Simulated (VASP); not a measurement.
# CaPtCl6 in VASP: a series of runs

Runs on CaPtCl6. Level: PBE. Tasks: single point.

Program: VASP 6.6.1. These are calculated values, not measurements. Logs are shortened: lines on timing, memory, paths and dates and some standing lists are left out, and cuts for length are marked.

## 1. The cell of the first run

It takes space group R-3 (No. 148, trigonal). Conventional cell: a = 6.370 Å, b = 6.370 Å, c = 17.474 Å, α = 90.00°, β = 90.00°, γ = 120.00°. Within 3.7 Å of Ca (site symmetry -3) lie 6 Cl at 2.81 Å. Within 3.1 Å of Pt (site symmetry -3) lie 6 Cl at 2.35 Å. Cl (site symmetry 1) has 1 Pt at 2.35 Å and 1 Ca at 2.81 Å within 3.1 Å.

## 2. Single point, PBE

INCAR

```
SYSTEM = CaPtCl6
ALGO = Normal
EDIFF = 1E-6
ENCUT = 520
GGA = PE
ISIF = 2
ISMEAR = 0
LASPH = .True.
LCHARG = .False.
LREAL = .False.
LWAVE = .False.
NBANDS = 41
NELM = 100
PREC = Accurate
SIGMA = 0.1
```

KPOINTS

```
k-points
0
Gamma
  3 3 3
  0 0 0
```

POSCAR

```
CaPtCl6
1.0
    3.1849539942      1.8388340459      5.8245280583
   -3.1849539942      1.8388340459      5.8245280583
    0.0000000000     -3.6776680918      5.8245280583
Ca Pt Cl
1 1 6
Direct
    0.5000000000      0.5000000000      0.5000000000
    0.0000000000      0.0000000000      0.0000000000
    0.0551264226      0.3898404013      0.7877923183
    0.9448735774      0.6101595987      0.2122076817
    0.3898404013      0.7877923183      0.0551264226
    0.6101595987      0.2122076817      0.9448735774
    0.2122076817      0.9448735774      0.6101595987
    0.7877923183      0.0551264226      0.3898404013
```

Potentials or basis: VASP PAW PBE potentials, release 64 (Ca_sv, Pt, Cl).

Started as:

```
cat potpaw_PBE.64/Ca_sv/POTCAR potpaw_PBE.64/Pt/POTCAR potpaw_PBE.64/Cl/POTCAR > POTCAR
mpirun -np 1 vasp_std > vasp.out
```

OUTCAR:

```text
SYSTEM = CaPtCl6
   EDIFF = 1E-6
   ENCUT = 520
   GGA = PE
   ISIF = 2
   ISMEAR = 0
   LASPH = .True.
   LREAL = .False.
   NELM = 100
   PREC = Accurate

 ion  position               nearest neighbor table
   1  0.500  0.500  0.500-   3 2.81   4 2.81   5 2.81   6 2.81   7 2.81   8 2.81
   2  0.000  0.000  0.000-   7 2.35   8 2.35   3 2.35   4 2.35   5 2.35   6 2.35
   3  0.055  0.390  0.788-   2 2.35   1 2.81
   4  0.945  0.610  0.212-   2 2.35   1 2.81
   5  0.390  0.788  0.055-   2 2.35   1 2.81
   6  0.610  0.212  0.945-   2 2.35   1 2.81
   7  0.212  0.945  0.610-   2 2.35   1 2.81
   8  0.788  0.055  0.390-   2 2.35   1 2.81

  LATTYP: Found a trigonal (rhomboedric) cell.
 ALAT       =     6.8884228743
 COS(alpha) =     0.5724403409

  Lattice vectors:

 A1 = (   3.1849539942,   1.8388340459,   5.8245280583)
 A2 = (  -3.1849539942,   1.8388340459,   5.8245280583)
 A3 = (   0.0000000000,  -3.6776680918,   5.8245280583)

Analysis of symmetry for initial positions (statically):
=====================================================================
 Subroutine PRICEL returns:
 Original cell was already a primitive cell.

 Routine SETGRP: Setting up the symmetry group for a
 trigonal (rhombohedral) supercell.

 Subroutine GETGRP returns: Found  6 space group operations
 (whereof  6 operations were pure point group operations)
 out of a pool of 12 trial point group operations.

The static configuration has the point symmetry S_6 .

Analysis of symmetry for dynamics (positions and initial velocities):
=====================================================================
 Subroutine PRICEL returns:
 Original cell was already a primitive cell.

 Routine SETGRP: Setting up the symmetry group for a
 trigonal (rhombohedral) supercell.

 Subroutine GETGRP returns: Found  6 space group operations
 (whereof  6 operations were pure point group operations)
 out of a pool of 12 trial point group operations.

The dynamic configuration has the point symmetry S_6 .

 Subroutine INISYM returns: Found  6 space group operations
 (whereof  6 operations are pure point group operations),
 and found     1 'primitive' translations

[... 89 lines left out ...]
   EDIFFG = 0.1E-04   stopping-criterion for IOM
   NSW    =      0    number of steps for IOM
   IBRION =     -1    ionic relax: 0-MD 1-quasi-New 2-CG
   NFREE  =      0    steps in history (QN), initial steepest desc. (CG)
   ISIF   =      2    stress and relaxation
   ISYM   =      2    0-nonsym 1-usesym 2-fastsym
   POTIM  = 0.5000    time-step for ionic-motion
   TEBEG  =    0.0;   TEEND  =   0.0 temperature during run
   PSTRESS=    0.0 pullay stress
   NELECT =      62.0000    total number of electrons
   NUPDOWN=      -1.0000    fix difference up-down
   EMIN   =  10.00;   EMAX   =-10.00  energy-range for DOS
   EFERMI =   0.00;   METHOD = LEGACY
   ISMEAR =     0;   SIGMA  =   0.10  broadening in eV -4-tet -1-fermi 0-gaus
   EFERMI_NEDOS =   21; number of points for ismear=-14 and -15
   IALGO  =     38    algorithm
   IMIX   =      4    mixing-type and parameters
     AMIX     =   0.40;   BMIX     =  1.00
     AMIX_MAG =   1.60;   BMIX_MAG =  1.00
  volume/ion in A,a.u.               =      25.58       172.65
  Fermi-wavevector in a.u.,A,eV,Ry     =   1.099477  2.077710 16.447399  1.208850
  Thomas-Fermi vector in A             =   2.235872
   LORBIT       =      0    0 simple, 1 ext, 2 COOP (PROOUT), +10 PAW based schemes
   GGA     = PE    functional components
   LHFCALC =     F    Hartree Fock is set to
   AEXX    =    0.0000 exact exchange contribution
   IVDW    =     0    specifies the selected vdW correction
   LEPSILON=     F    determine dielectric tensor
   LRPA    =     F    only Hartree local field effects (RPA)
 non-spin polarized calculation
 Gauss-broadening in eV      SIGMA  =   0.10
  energy-cutoff  :      520.00
  volume of cell :      204.67
 maximum number of plane-waves:      5528
 NGX is ok and might be reduce to    54

 number of electron      61.9999995 magnetization

 Free energy of the ion-electron system (eV)
  ---------------------------------------------------
  ext. energy  EPLUGINS =         0.00000000
  ---------------------------------------------------
  free energy    TOTEN  =       -28.02560695 eV

  energy without entropy =      -28.02560695  energy(sigma->0) =      -28.02560695

 E-fermi :   1.3059     XC(G=0):  -8.5392

 val. band max:        0.7457014577   @ k =   0.3333  -0.0000  -0.0000
 cond. band min:       2.5389788336   @ k =   0.3333   0.3333  -0.0000
 fundamental gap:      1.7932773760
 Fermi energy:         1.3059368431

 k-point     1 :       0.0000    0.0000    0.0000
  band No.  band energies     occupation
      1     -38.7367      2.00000
      2     -19.7534      2.00000
      3     -19.7534      2.00000
      4     -19.7243      2.00000
      5     -13.7244      2.00000
      6     -12.8993      2.00000
[... 253 lines left out ...]
     40       8.5527      0.00000
     41       9.2251      0.00000

------------------------ aborting loop because EDIFF is reached ----------------------------------------

  FORCE on cell =-STRESS in cart. coord.  units (eV):
  Direction    XX          YY          ZZ          XY          YZ          ZX
  --------------------------------------------------------------------------------------
  -------------------------------------------------------------------------------------
  Total       -0.1537589     -0.1537589     -0.2328311     -0.0000072      0.0000000     -0.0000000
  in kB       -1.2036306     -1.2036306     -1.8226106     -0.0000565      0.0000000     -0.0000000
  external PRESSURE =      -1.4099573 kB  Pullay stress =       0.0000000 kB

 VOLUME and BASIS-vectors are now :
 -----------------------------------------------------------------------------
  energy-cutoff  :      520.00
  volume of cell :      204.67
      direct lattice vectors                 reciprocal lattice vectors
     3.184953994  1.838834046  5.824528058     0.156988139  0.090637144  0.057229243
    -3.184953994  1.838834046  5.824528058    -0.156988139  0.090637144  0.057229243
     0.000000000 -3.677668092  5.824528058     0.000000000 -0.181274288  0.057229243

 POSITION                                       TOTAL-FORCE (eV/Angst)
 -----------------------------------------------------------------------------------
      0.00000      0.00000      8.73679         0.000000      0.000000      0.000000
      0.00000      0.00000      0.00000         0.000000      0.000000      0.000000
     -1.06605     -2.07902      7.18024         0.013146     -0.040653     -0.048918
      1.06605      2.07902     10.29334        -0.013146      0.040653      0.048918
     -1.26746      1.96273      7.18024        -0.041780      0.008942     -0.048918
      1.26746     -1.96273     10.29334         0.041780     -0.008942      0.048918
     -2.33351     -0.11628     10.29334        -0.028634     -0.031712      0.048918
      2.33351      0.11628      7.18024         0.028634      0.031712     -0.048918
 -----------------------------------------------------------------------------------
    total drift:                                0.000000      0.000000      0.000000

  FREE ENERGIE OF THE ION-ELECTRON SYSTEM (eV)
  ---------------------------------------------------
  free  energy   TOTEN  =       -28.0256069462 eV

  energy  without entropy=      -28.0256069462  energy(sigma->0) =      -28.02560695
```

stdout:

```text
POSCAR found type information on POSCAR CaPtCl
 POSCAR found :  3 types and       8 ions
 scaLAPACK will be used
 LDA part: xc-table for (Slater+PW92), standard interpolation
 POSCAR, INCAR and KPOINTS ok, starting setup
 FFT: planning ... GRIDC
 FFT: planning ... GRID_SOFT
 FFT: planning ... GRID
 WAVECAR not read
 entering main loop
```

Wall time 43 s (1 thread of Intel Xeon 6975P-C (Granite Rapids), shared host); peak memory 0.39 GiB.

Results:

```
Free energy            : -28.0256 eV
Pressure               : -0.1 GPa
Largest force          : 0.065 eV/Å
Band gap on the k mesh : 1.79 eV (least direct gap 1.81 eV)
```

Forces in eV/Å, atoms in the order of the input:
```
Ca   0.000  0.000  0.000
Pt   0.000  0.000  0.000
Cl   0.013 -0.041 -0.049
Cl  -0.013  0.041  0.049
Cl  -0.042  0.009 -0.049
Cl   0.042 -0.009  0.049
Cl  -0.029 -0.032  0.049
Cl   0.029  0.032 -0.049
```

Caveat: spin-orbit coupling is left out, which moves the levels of the heavy elements; an odd mesh through Γ misses points on the zone boundary, where band edges can lie.

## 3. Single point, PBE

This run uses another cell than the first one, of the same volume but with other edges.

INCAR

```
SYSTEM = CaPtCl6
ALGO = Normal ; EDIFF = 1E-7
ENCUT = 520 ; GGA = PE
ISIF = 2 ; ISMEAR = 0
LASPH = .True. ; LCHARG = .True.
LELF = .True. ; LREAL = .False.
LVHAR = .True. ; LWAVE = .False.
NBANDS = 41 ; NELM = 80
PREC = Accurate ; SIGMA = 0.1
```

KPOINTS

```
k-points
0
Gamma
  2 2 2
  0 0 0
```

POSCAR

```
CaPtCl6
1.0
    0.0005899202      4.4999888801      4.5106208270
    4.5017900927     -0.0050112771      4.5161436614
    4.8611993654      4.8612628500     -0.3561124239
Ca Pt Cl
1 1 6
Direct
    0.4999658507      0.5000607655      0.4999888005
    0.0000194610     -0.0000156232     -0.0000009853
    0.6100646839      0.2122076817      0.2329302391
    0.3899304852      0.7876439843      0.7671709583
    0.2122035623      0.9445889285      0.2328798730
    0.7878706753      0.0554997926      0.7670334521
    0.0549169131      0.3889139796      0.7678122059
    0.9450283685      0.6111004909      0.2321854566
```

Potentials or basis: VASP PAW PBE potentials, release 64 (Ca_sv, Pt, Cl).

Started as:

```
cat potpaw_PBE.64/Ca_sv/POTCAR potpaw_PBE.64/Pt/POTCAR potpaw_PBE.64/Cl/POTCAR > POTCAR
mpirun -np 1 vasp_std > vasp.out
```

OUTCAR:

```text
SYSTEM = CaPtCl6
   EDIFF = 1E-7
   ENCUT = 520
   GGA = PE
   ISIF = 2
   ISMEAR = 0
   LASPH = .True.
   LREAL = .False.
   NELM = 80
   PREC = Accurate

 ion  position               nearest neighbor table
   1  0.500  0.500  0.500-   4 2.81   3 2.81   5 2.81   6 2.81   8 2.81   7 2.81
   2  0.000  1.000  1.000-   8 2.35   7 2.35   6 2.35   5 2.35   4 2.35   3 2.35
   3  0.610  0.212  0.233-   2 2.35   1 2.81
   4  0.390  0.788  0.767-   2 2.35   1 2.81
   5  0.212  0.945  0.233-   2 2.35   1 2.81
   6  0.788  0.055  0.767-   2 2.35   1 2.81
   7  0.055  0.389  0.768-   2 2.35   1 2.81
   8  0.945  0.611  0.232-   2 2.35   1 2.81
[... 552 lines left out ...]
  Total       -0.1414841     -0.1539456     -0.1986043      0.0034638     -0.0150353      0.0311103
  in kB       -1.1067653     -1.2042462     -1.5535908      0.0270957     -0.1176139      0.2433619
  external PRESSURE =      -1.2882008 kB  Pullay stress =       0.0000000 kB

 VOLUME and BASIS-vectors are now :
 -----------------------------------------------------------------------------
  energy-cutoff  :      520.00
  volume of cell :      204.82
      direct lattice vectors                 reciprocal lattice vectors
     0.000589920  4.499988880  4.510620827    -0.107181273  0.115015846  0.106968247
     4.501790093 -0.005011277  4.516143661     0.114883030 -0.107058530  0.106791158
     4.861199365  4.861262850 -0.356112424     0.099334322  0.099129277 -0.098908612

 POSITION                                       TOTAL-FORCE (eV/Angst)
 -----------------------------------------------------------------------------------
      4.68201      4.67791      4.33545        -0.000702     -0.000108     -0.000619
      9.36291      4.85633      4.16005         0.001981     -0.001502     -0.000847
      2.08799      3.87656      3.62718        -0.050198     -0.001284      0.017228
      7.27541      5.48016      5.04274         0.050099      0.001698     -0.015028
      5.38454      2.08227      5.14014        -0.014646     -0.047612      0.003664
      3.97902      7.27388      3.53128         0.014074      0.047683     -0.005098
      5.48333      3.97771      1.73067         0.001529      0.014430     -0.030923
      3.88030      5.37827      6.93980        -0.002137     -0.013304      0.031623
 -----------------------------------------------------------------------------------
    total drift:                                0.000004      0.000003      0.000001

  FREE ENERGIE OF THE ION-ELECTRON SYSTEM (eV)
  ---------------------------------------------------
  free  energy   TOTEN  =       -28.0296460460 eV

  energy  without entropy=      -28.0296460460  energy(sigma->0) =      -28.02964605
```

stdout:

```text
POSCAR found type information on POSCAR CaPtCl
 POSCAR found :  3 types and       8 ions
 scaLAPACK will be used
 LDA part: xc-table for (Slater+PW92), standard interpolation
 POSCAR, INCAR and KPOINTS ok, starting setup
 FFT: planning ... GRIDC
 FFT: planning ... GRID_SOFT
 FFT: planning ... GRID
 WAVECAR not read
 entering main loop
```

It took 47 s on 1 thread of Intel Xeon 6975P-C (Granite Rapids), shared host; peak memory 0.36 GiB.

Results:

* Free energy: -28.0296 eV
* Pressure: -0.1 GPa
* Largest force: 0.053 eV/Å
* Band gap on the k mesh: 1.67 eV (least direct gap 1.71 eV)

Forces in eV/Å, atoms in the order of the input:
```
Ca  -0.001  0.000 -0.001
Pt   0.002 -0.002 -0.001
Cl  -0.050 -0.001  0.017
Cl   0.050  0.002 -0.015
Cl  -0.015 -0.048  0.004
Cl   0.014  0.048 -0.005
Cl   0.002  0.014 -0.031
Cl  -0.002 -0.013  0.032
```

Caveat: the k points lie up to 0.60 Å⁻¹ apart; spin-orbit coupling is left out, which moves the levels of the heavy elements.
